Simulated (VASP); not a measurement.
SnTe:

```
Sn Te
1.0
     5.09732    0.00000    0.00000
     0.00000    5.09732    0.00000
     0.00000    0.00000    2.65842
Sn Te
1 1
Direct
  0.50000 0.50000 0.50000
  0.00000 0.00000 0.00000
```

The cell was generated, and may not be a known phase.

| Item | Value |
| --- | --- |
| Program | VASP 6.6.1 |
| Task | relaxation of cell and atoms |
| Functional | PBE |
| Potentials or basis | VASP PAW PBE potentials, release 64 (Sn_d, Te) |
| Cutoff | 600 eV |
| k mesh | 4 × 4 × 6 |
| Occupations | gaussian, width 0.1 eV |
| Spin | no spin polarisation |

At the start: pressure 4.9 GPa; volume 34.54 Å³/atom.

**Question.** How do energy, volume and symmetry change on relaxing?

**Answer.** Over 13 steps the energy falls by 649.9 meV/atom and the volume is 29.66 Å³/atom (-14.1 %); space group P4/mmm (No. 123, to 0.1 Å) before and after.

The path:
| step | energy change (eV) | largest force (eV/Å) | pressure (GPa) | volume (Å³) |
| --- | --- | --- | --- | --- |
| 1 | 0.0000 | 0.0000 | 4.86 | 69.07 |
| 2 | -0.4384 | 0.0000 | -4.28 | 79.01 |
| 3 | -0.4360 | 0.0000 | -3.22 | 76.35 |
| 4 | -0.4402 | 0.0000 | -3.98 | 78.10 |
| 5 | -0.7878 | 0.0000 | -3.22 | 70.07 |
| 6 | -0.9211 | 0.0000 | 13.15 | 48.86 |
| 7 | -1.2110 | 0.0000 | 0.11 | 60.42 |
| 8 | -1.2292 | 0.0000 | 4.71 | 54.13 |
| 9 | -1.2606 | 0.0000 | 2.56 | 56.79 |
| 10 | -1.2397 | 0.0000 | 1.85 | 56.71 |
| 11 | -1.2847 | 0.0000 | 1.88 | 56.83 |
| 12 | -1.2986 | 0.0000 | -0.54 | 60.01 |
| 13 | -1.2998 | 0.0000 | -0.03 | 59.32 |

Final structure:
```
Sn Te
1.0
     4.13575    0.00000    0.00000
     0.00000    4.13575    0.00000
     0.00000    0.00000    3.46823
Sn Te
1 1
Direct
  0.50000 0.50000 0.50000
  0.00000 0.00000 0.00000
```

Caveat: the k points lie up to 0.38 Å⁻¹ apart in the final cell, too coarse for converged energies and pressures of a metal; a cell axis changed by over 15 % at a fixed basis, so the end point is rough.
